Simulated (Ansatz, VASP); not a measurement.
# Two plane-wave programs on Be2C

POSCAR

```
Be2C
1.0
    0.0000000000      2.1650005600      2.1650005600
    2.1650005600      0.0000000000      2.1650005600
    2.1650005600      2.1650005600      0.0000000000
Be C
2 1
Direct
    0.2500000000      0.2500000000      0.2500000000
    0.7500000000      0.7500000000      0.7500000000
    0.0000000000      0.0000000000      0.0000000000
```

File INCAR.step1:

```
SYSTEM = Be2C
  PREC = Accurate
  ENCUT = 520
  EDIFF = 1E-5
  ISMEAR = 0
  SIGMA = 0.05
  LREAL = .FALSE.
  LASPH = .TRUE.
  NELM = 120
  ALGO = Normal
  ISIF = 2
  LWAVE = .TRUE.
  LCHARG = .FALSE.
  NBANDS = 11
  GGA = PE
  GGA_COMPAT = .FALSE.
```

Contents of INCAR.step2:

```
SYSTEM = Be2C
  PREC = Accurate
  ENCUT = 520
  EDIFF = 1E-6
  ISMEAR = 0
  SIGMA = 0.05
  LREAL = .FALSE.
  LASPH = .TRUE.
  NELM = 120
  ALGO = Normal
  ISIF = 2
  LWAVE = .FALSE.
  LCHARG = .FALSE.
  GGA = PE
  LHFCALC = .TRUE.
  AEXX = 0.1
  PRECFOCK = Normal
  NBANDS = 11
  ISTART = 1
  GGA_COMPAT = .FALSE.
```

The input KPOINTS:

```
Automatic mesh
0
G
  6 6 6
  0 0 0
```

Input for Ansatz:

```yaml
crystal:
  lattice:
    - [0.0, 2.16500056, 2.16500056]
    - [2.16500056, 0.0, 2.16500056]
    - [2.16500056, 2.16500056, 0.0]
  atoms:
    - { symbol: Be, position: [0.25, 0.25, 0.25] }
    - { symbol: Be, position: [0.75, 0.75, 0.75] }
    - { symbol: C, position: [0.0, 0.0, 0.0] }
basis:
  ecutwfc: 420
  ecutrho_ratio: 4
kpoints:
  mp_grid: { grid: [6, 6, 6] }
hamiltonian:
  xc: { exchange: pbe, correlation: pbe, exx: { coeff: 0.1 } }
scf:
  occupations: { method: gaussian, width: 0.05 }
  n_extra_bands: 10
output:
  forces: true
  stress: true
  eigenvalues: true
  populations: true
  dos: { projected: true, de: 0.02 }
```

Alike in both runs: task single point; functional PBE-based global hybrid with a share of 0.1 of exact exchange; k mesh 6 × 6 × 6; occupations gaussian, width 0.05 eV; no spin polarisation.

|  | VASP | Ansatz |
| --- | --- | --- |
| version | VASP 6.6.1 | Ansatz 0.2.0 |
| potentials or method | VASP PAW PBE potentials, release 64 (Be, C), cutoff 520 eV | scalar-relativistic, plane waves, PAW |
| valence electrons in the cell | 8 | 8 |

Ansatz gave:

* gap on the k mesh at the Fermi level (eV): 1.73
* least direct gap on the mesh (eV): 4.80
* pressure (GPa): -1.6

Q: What did VASP give for the same quantities?

A: gap on the k mesh at the Fermi level (eV): 1.73; least direct gap on the mesh (eV): 4.80; pressure (GPa): -1.2.

VASP's potentials were made for PBE, not for PBE-based global hybrid. The functional is the same, so the differences come from potentials, cutoffs and numerics. Ansatz's warnings: stress exchange threshold loose, stress scf threshold loose.
